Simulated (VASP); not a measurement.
# AlN (P6_3mc) in VASP: settings compared, part 2 of 3

VASP 6.6.1. Earlier steps stand in the parts before.

## Step 4: Electric field gradients, r2SCAN

File POSCAR:

```
AlN
1.0
    3.1130000000      0.0000000000      0.0000000000
   -1.5565000000      2.6959370820      0.0000000000
    0.0000000000      0.0000000000      4.9810000000
Al N
2 2
Direct
    0.3333333333      0.6666666667     -0.0009848543
    0.6666666667      0.3333333333      0.4990151457
    0.3333333333      0.6666666667      0.3809848543
    0.6666666667      0.3333333333      0.8809848543
```

File INCAR.step1:

```
ALGO     = Normal         # electronic algorithm
EDIFF    = 1E-4           # SCF threshold, eV
ENCUT    = 520            # plane-wave cutoff, eV
GGA      = PE             # functional
ISMEAR   = -1             # smearing method
LASPH    = T              # aspherical terms in the spheres
LCHARG   = F              # write CHGCAR
LREAL    = F              # projectors in reciprocal space
LWAVE    = T              # write WAVECAR
NBANDS   = 16             # bands
NELM     = 60             # most SCF steps
PREC     = Accurate       # precision mode
SIGMA    = 0.02           # smearing width, eV
```

File INCAR.step2:

```
ALGO     = Normal         # electronic algorithm
EDIFF    = 1E-8           # SCF threshold, eV
ENCUT    = 520            # plane-wave cutoff, eV
ISIF     = 2              # what is computed and relaxed
ISMEAR   = -1             # smearing method
ISTART   = 1            
LASPH    = T              # aspherical terms in the spheres
LCHARG   = F              # write CHGCAR
LEFG     = T            
LMIXTAU  = T            
LREAL    = F              # projectors in reciprocal space
LWAVE    = F              # write WAVECAR
METAGGA  = R2SCAN         # meta-GGA
NBANDS   = 16             # bands
NELM     = 60             # most SCF steps
PREC     = Accurate       # precision mode
SIGMA    = 0.02           # smearing width, eV
```

File KPOINTS:

```
k-points
0
Gamma
  11 11 6
```

Potentials or basis: VASP PAW PBE potentials, release 64 (Al, N).

The run is started by

```sh
$ cat potpaw_PBE.64/Al/POTCAR potpaw_PBE.64/N/POTCAR > POTCAR
$ cp INCAR.step1 INCAR
$ mpirun -np 1 vasp_std > vasp.out
$ cp INCAR.step2 INCAR
$ mpirun -np 1 vasp_std > vasp.out
```

OUTCAR:

```text
EDIFF = 1E-8
   ENCUT = 520
   ISIF = 2
   ISMEAR = -1
   ISTART = 1
   LASPH = T
   LREAL = F
   METAGGA = R2SCAN
   NELM = 60
   PREC = Accurate

 ion  position               nearest neighbor table
   1  0.333  0.667  0.999-   4 1.89   4 1.89   4 1.89   3 1.90   2 3.07   2 3.07   2 3.07   2 3.07
                             2 3.07   2 3.07
   2  0.667  0.333  0.499-   3 1.89   3 1.89   3 1.89   4 1.90   1 3.07   1 3.07   1 3.07   1 3.07
                             1 3.07   1 3.07
   3  0.333  0.667  0.381-   2 1.89   2 1.89   2 1.89   1 1.90
   4  0.667  0.333  0.881-   1 1.89   1 1.89   1 1.89   2 1.90

  LATTYP: Found a hexagonal cell.
 ALAT       =     3.1130000000
 C/A-ratio  =     1.6000642467

  Lattice vectors:

 A1 = (   3.1130000000,   0.0000000000,   0.0000000000)
 A2 = (  -1.5565000000,   2.6959370820,   0.0000000000)
 A3 = (   0.0000000000,   0.0000000000,   4.9810000000)

Analysis of symmetry for initial positions (statically):
=====================================================================
 Subroutine PRICEL returns:
 Original cell was already a primitive cell.

 Routine SETGRP: Setting up the symmetry group for a
 hexagonal supercell.

 Subroutine GETGRP returns: Found 12 space group operations
 (whereof  6 operations were pure point group operations)
 out of a pool of 24 trial point group operations.

The static configuration has the point symmetry C_3v.
 The point group associated with its full space group is C_6v.

Analysis of symmetry for dynamics (positions and initial velocities):
=====================================================================
 Subroutine PRICEL returns:
 Original cell was already a primitive cell.
[... 612 lines left out ...]
      6       4.3373      2.00000
[... 8 lines left out ...]
     15      19.2947      0.00000
     16      20.3327      0.00000

 [... further k-points ...]
[... 5 lines left out ...]
  --------------------------------------------------------------------------------------
  -------------------------------------------------------------------------------------
  Total       -0.3965250     -0.3965250     -0.2696052      0.0000000     -0.0000000      0.0000000
  in kB      -15.1976257    -15.1976257    -10.3331652      0.0000000     -0.0000000      0.0000000
  external PRESSURE =     -13.5761388 kB  Pullay stress =       0.0000000 kB

 VOLUME and BASIS-vectors are now :
 -----------------------------------------------------------------------------
  energy-cutoff  :      520.00
  volume of cell :       41.80
      direct lattice vectors                 reciprocal lattice vectors
     3.113000000  0.000000000  0.000000000     0.321233537  0.185464269  0.000000000
    -1.556500000  2.695937082  0.000000000     0.000000000  0.370928538  0.000000000
     0.000000000  0.000000000  4.981000000     0.000000000  0.000000000  0.200762899

 POSITION                                       TOTAL-FORCE (eV/Angst)
 -----------------------------------------------------------------------------------
     -0.00000      1.79729      4.97609        -0.000000      0.000000      0.005766
      1.55650      0.89865      2.48559         0.000000     -0.000000      0.005766
     -0.00000      1.79729      1.89769         0.000000     -0.000000     -0.005766
      1.55650      0.89865      4.38819         0.000000      0.000000     -0.005766
 -----------------------------------------------------------------------------------
    total drift:                               -0.000000     -0.000000     -0.024180

  FREE ENERGIE OF THE ION-ELECTRON SYSTEM (eV)
  ---------------------------------------------------
  free  energy   TOTEN  =       -38.4555603639 eV

  energy  without entropy=      -38.4555603639  energy(sigma->0) =      -38.45556036

 Electric field gradients (V/A^2)
---------------------------------------------------------------------
 ion       V_xx      V_yy      V_zz      V_xy      V_xz      V_yz
---------------------------------------------------------------------
   1      -2.535    -2.535     5.070     0.000     0.000    -0.000
   2      -2.535    -2.535     5.070     0.000    -0.000     0.000
   3       0.051     0.051    -0.102    -0.000    -0.000    -0.000
   4       0.051     0.051    -0.102    -0.000    -0.000     0.000
---------------------------------------------------------------------

 Electric field gradients after diagonalization (V/A^2)
 (convention: |V_zz| > |V_xx| > |V_yy|)
----------------------------------------------------------------------
 ion       V_xx      V_yy      V_zz     asymmetry (V_yy - V_xx)/ V_zz
----------------------------------------------------------------------
   1      -2.535    -2.535     5.070       0.000
   2      -2.535    -2.535     5.070       0.000
   3       0.051     0.051    -0.102       0.004
   4       0.051     0.051    -0.102       0.004
----------------------------------------------------------------------

           NMR quadrupolar parameters

 Cq : quadrupolar parameter    Cq=e*Q*V_zz/h
 eta: asymmetry parameters     (V_yy - V_xx)/ V_zz
 Q  : nuclear electric quadrupole moment in mb (millibarn)
----------------------------------------------------------------------
 ion       Cq(MHz)       eta       Q (mb)
----------------------------------------------------------------------
   1       0.012       0.000       1.000
   2       0.012       0.000       1.000
   3      -0.000       0.004       1.000
   4      -0.000       0.004       1.000
----------------------------------------------------------------------
```

OSZICAR.step1:

```text
N       E                     dE             d eps       ncg     rms          rms(c)
DAV:   1     0.421635247064E+02    0.42164E+02   -0.73743E+03  2048   0.901E+02
DAV:   2    -0.309745404264E+02   -0.73138E+02   -0.67093E+02  2856   0.187E+02
DAV:   3    -0.344958445969E+02   -0.35213E+01   -0.35108E+01  2552   0.426E+01
DAV:   4    -0.345171440813E+02   -0.21299E-01   -0.21298E-01  2568   0.376E+00
DAV:   5    -0.345174220145E+02   -0.27793E-03   -0.27793E-03  2552   0.434E-01    0.122E+01
DAV:   6    -0.297603242831E+02    0.47571E+01   -0.10665E+01  2448   0.237E+01    0.416E+00
DAV:   7    -0.297842972271E+02   -0.23973E-01   -0.67777E-01  2184   0.580E+00    0.295E+00
DAV:   8    -0.297770664897E+02    0.72307E-02   -0.60421E-02  2288   0.226E+00    0.597E-01
DAV:   9    -0.297720032643E+02    0.50632E-02   -0.12231E-02  2712   0.817E-01    0.247E-01
DAV:  10    -0.297726327954E+02   -0.62953E-03   -0.23211E-03  2240   0.301E-01    0.133E-01
DAV:  11    -0.297725491594E+02    0.83636E-04   -0.17904E-04  1832   0.103E-01
   1 F= -.29772549E+02 E0= -.29772549E+02  d E =-.521972E-12
```

Run time: 3.5 min. Hardware: 1 thread of AMD EPYC 7R13 (Zen 3), shared host; peak memory 0.15 GiB.

Results:

| Item | Value |
| --- | --- |
| Free energy | -38.4556 eV |
| Pressure | -1.4 GPa |
| Largest force | 0.006 eV/Å |
| Band gap on the k mesh | 4.87 eV, direct |

Forces on the atoms (eV/Å):
```
Al   0.000  0.000  0.006
Al   0.000  0.000  0.006
N    0.000  0.000 -0.006
N    0.000  0.000 -0.006
```

Stress tensor (GPa, compression positive):
```
-1.52  0.00  0.00
 0.00 -1.52  0.00
 0.00  0.00 -1.03
```

Electric field gradients, principal values (V/Å²):
```csv
atom,least,middle,greatest (by size)
1 Al,-2.535,-2.535,5.070
2 Al,-2.535,-2.535,5.070
3 N,0.051,0.051,-0.102
4 N,0.051,0.051,-0.102
```

Caveat: without QUAD_EFG the Cq values of the log hold for a quadrupole moment of 1 mb, not for the nuclei; the PAW data sets were made with another functional, which shifts forces and pressure a little. r2SCAN opens gaps a little over a GGA but as a rule still falls short of measured ones.

## Step 5: Electric field gradients, PBE

File INCAR:

```
  PREC = Accurate
  ENCUT = 520
  EDIFF = 1E-8
  ISMEAR = -1
  SIGMA = 0.02
  LREAL = F
  LASPH = T
  NELM = 60
  ALGO = Normal
  ISIF = 2
  LWAVE = F
  LCHARG = F
  GGA = PE
  LEFG = T
  NBANDS = 16
```

File KPOINTS:

```
regular mesh
0
Gamma
  11 11 6
```

File POSCAR:

```
AlN
1.0
    3.1130000000      0.0000000000      0.0000000000
   -1.5565000000      2.6959370820      0.0000000000
    0.0000000000      0.0000000000      4.9810000000
Al N
2 2
Direct
    0.3333333333      0.6666666667      0.0000000000
    0.6666666667      0.3333333333      0.5000000000
    0.3333333333      0.6666666667      0.3800000000
    0.6666666667      0.3333333333      0.8800000000
```

Potentials or basis: VASP PAW PBE potentials, release 64 (Al, N).

The run is started by

```sh
$ cat potpaw_PBE.64/Al/POTCAR potpaw_PBE.64/N/POTCAR > POTCAR
$ mpirun -np 1 vasp_std > vasp.out
```

OUTCAR:

```text
PREC = Accurate
   ENCUT = 520
   EDIFF = 1E-8
   ISMEAR = -1
   LREAL = F
   LASPH = T
   NELM = 60
   ISIF = 2
   GGA = PE

 ion  position               nearest neighbor table
   1  0.333  0.667  0.000-   3 1.89   4 1.89   4 1.89   4 1.89   2 3.07   2 3.07   2 3.07   2 3.07
                             2 3.07   2 3.07
   2  0.667  0.333  0.500-   4 1.89   3 1.89   3 1.89   3 1.89   1 3.07   1 3.07   1 3.07   1 3.07
                             1 3.07   1 3.07
   3  0.333  0.667  0.380-   1 1.89   2 1.89   2 1.89   2 1.89
   4  0.667  0.333  0.880-   2 1.89   1 1.89   1 1.89   1 1.89

  LATTYP: Found a hexagonal cell.
 ALAT       =     3.1130000000
 C/A-ratio  =     1.6000642467

  Lattice vectors:

 A1 = (   3.1130000000,   0.0000000000,   0.0000000000)
 A2 = (  -1.5565000000,   2.6959370820,   0.0000000000)
 A3 = (   0.0000000000,   0.0000000000,   4.9810000000)

Analysis of symmetry for initial positions (statically):
=====================================================================
 Subroutine PRICEL returns:
 Original cell was already a primitive cell.

 Routine SETGRP: Setting up the symmetry group for a
 hexagonal supercell.

 Subroutine GETGRP returns: Found 12 space group operations
 (whereof  6 operations were pure point group operations)
 out of a pool of 24 trial point group operations.

The static configuration has the point symmetry C_3v.
 The point group associated with its full space group is C_6v.

Analysis of symmetry for dynamics (positions and initial velocities):
=====================================================================
[... 612 lines left out ...]
      4       3.1246      2.00000
      5       3.5244      2.00000
      6       4.6392      2.00000
[... 8 lines left out ...]
     15      18.5630      0.00000
     16      19.6375      0.00000

 [... further k-points ...]
[... 5 lines left out ...]
  --------------------------------------------------------------------------------------
  -------------------------------------------------------------------------------------
  Total        0.7567218      0.7567218      1.1895171      0.0000000      0.0000000      0.0000000
  in kB       29.0029004     29.0029004     45.5906584      0.0000000      0.0000000      0.0000000
  external PRESSURE =      34.5321531 kB  Pullay stress =       0.0000000 kB

 VOLUME and BASIS-vectors are now :
 -----------------------------------------------------------------------------
  energy-cutoff  :      520.00
  volume of cell :       41.80
      direct lattice vectors                 reciprocal lattice vectors
     3.113000000  0.000000000  0.000000000     0.321233537  0.185464269  0.000000000
    -1.556500000  2.695937082  0.000000000     0.000000000  0.370928538  0.000000000
     0.000000000  0.000000000  4.981000000     0.000000000  0.000000000  0.200762899

 POSITION                                       TOTAL-FORCE (eV/Angst)
 -----------------------------------------------------------------------------------
     -0.00000      1.79729      0.00000        -0.000000      0.000000     -0.128874
      1.55650      0.89865      2.49050         0.000000      0.000000     -0.128874
     -0.00000      1.79729      1.89278        -0.000000      0.000000      0.128874
      1.55650      0.89865      4.38328         0.000000     -0.000000      0.128874
 -----------------------------------------------------------------------------------
    total drift:                               -0.000000     -0.000000      0.000398

  FREE ENERGIE OF THE ION-ELECTRON SYSTEM (eV)
  ---------------------------------------------------
  free  energy   TOTEN  =       -29.7712820819 eV

  energy  without entropy=      -29.7712820819  energy(sigma->0) =      -29.77128208

 Electric field gradients (V/A^2)
---------------------------------------------------------------------
 ion       V_xx      V_yy      V_zz      V_xy      V_xz      V_yz
---------------------------------------------------------------------
   1      -1.302    -1.302     2.605    -0.000     0.000    -0.000
   2      -1.302    -1.302     2.605    -0.000    -0.000     0.000
   3       0.222     0.222    -0.444    -0.000    -0.000     0.000
   4       0.222     0.222    -0.444    -0.000     0.000    -0.000
---------------------------------------------------------------------

 Electric field gradients after diagonalization (V/A^2)
 (convention: |V_zz| > |V_xx| > |V_yy|)
----------------------------------------------------------------------
 ion       V_xx      V_yy      V_zz     asymmetry (V_yy - V_xx)/ V_zz
----------------------------------------------------------------------
   1      -1.302    -1.302     2.605       0.000
   2      -1.302    -1.302     2.605       0.000
   3       0.222     0.222    -0.444       0.001
   4       0.222     0.222    -0.444       0.001
----------------------------------------------------------------------

           NMR quadrupolar parameters

 Cq : quadrupolar parameter    Cq=e*Q*V_zz/h
 eta: asymmetry parameters     (V_yy - V_xx)/ V_zz
 Q  : nuclear electric quadrupole moment in mb (millibarn)
----------------------------------------------------------------------
 ion       Cq(MHz)       eta       Q (mb)
----------------------------------------------------------------------
   1       0.006       0.000       1.000
   2       0.006       0.000       1.000
   3      -0.001       0.001       1.000
   4      -0.001       0.001       1.000
----------------------------------------------------------------------
```

OSZICAR:

```text
N       E                     dE             d eps       ncg     rms          rms(c)
DAV:   1     0.421602547744E+02    0.42160E+02   -0.73744E+03  2048   0.901E+02
DAV:   2    -0.309768994787E+02   -0.73137E+02   -0.67077E+02  2864   0.187E+02
DAV:   3    -0.344966041628E+02   -0.35197E+01   -0.35093E+01  2544   0.426E+01
DAV:   4    -0.345179018864E+02   -0.21298E-01   -0.21297E-01  2568   0.376E+00
DAV:   5    -0.345181796788E+02   -0.27779E-03   -0.27779E-03  2544   0.434E-01    0.122E+01
DAV:   6    -0.297592345475E+02    0.47589E+01   -0.10672E+01  2448   0.237E+01    0.416E+00
DAV:   7    -0.297831132943E+02   -0.23879E-01   -0.67796E-01  2192   0.580E+00    0.295E+00
DAV:   8    -0.297757960211E+02    0.73173E-02   -0.60498E-02  2288   0.226E+00    0.596E-01
DAV:   9    -0.297707344498E+02    0.50616E-02   -0.12242E-02  2712   0.818E-01    0.247E-01
DAV:  10    -0.297713631301E+02   -0.62868E-03   -0.23267E-03  2248   0.302E-01    0.133E-01
DAV:  11    -0.297712791206E+02    0.84009E-04   -0.18171E-04  2344   0.103E-01    0.329E-02
DAV:  12    -0.297712822217E+02   -0.31011E-05   -0.11733E-05  2320   0.272E-02    0.710E-03
DAV:  13    -0.297712820504E+02    0.17135E-06   -0.44531E-06  2336   0.163E-02    0.517E-03
DAV:  14    -0.297712820479E+02    0.24473E-08   -0.33842E-07  2464   0.495E-03    0.182E-03
DAV:  15    -0.297712820795E+02   -0.31597E-07   -0.30806E-08  2560   0.129E-03    0.272E-04
DAV:  16    -0.297712820819E+02   -0.24118E-08   -0.58109E-10  1264   0.210E-04
   1 F= -.29771282E+02 E0= -.29771282E+02  d E =-.158324E-10
```

stdout:

```text
POSCAR found type information on POSCAR AlN
 POSCAR found :  2 types and       4 ions
 scaLAPACK will be used
 LDA part: xc-table for (Slater+PW92), standard interpolation
 POSCAR, INCAR and KPOINTS ok, starting setup
 FFT: planning ... GRIDC
 FFT: planning ... GRID_SOFT
 FFT: planning ... GRID
 WAVECAR not read
 entering main loop
ion   1

ion   2

ion   3

ion   4
```

Run time: 65 s. Hardware: 1 thread of AMD EPYC 7R13, shared host; peak memory 0.14 GiB.

What came out:

- Free energy: -29.7713 eV
- Pressure: 3.5 GPa
- Largest force: 0.129 eV/Å
- Band gap on the k mesh: 4.22 eV, direct

Forces in eV/Å, atoms in the order of the input:
```
Al   0.000  0.000 -0.129
Al   0.000  0.000 -0.129
N    0.000  0.000  0.129
N    0.000  0.000  0.129
```

Electric field gradients, principal values (V/Å²):
```tsv
atom	least	middle	greatest (by size)
1 Al	-1.302	-1.302	2.605
2 Al	-1.302	-1.302	2.605
3 N	0.222	0.222	-0.444
4 N	0.222	0.222	-0.444
```

Caveat: without QUAD_EFG the Cq values of the log hold for a quadrupole moment of 1 mb, not for the nuclei.

(Continued in part 3 of 3.)
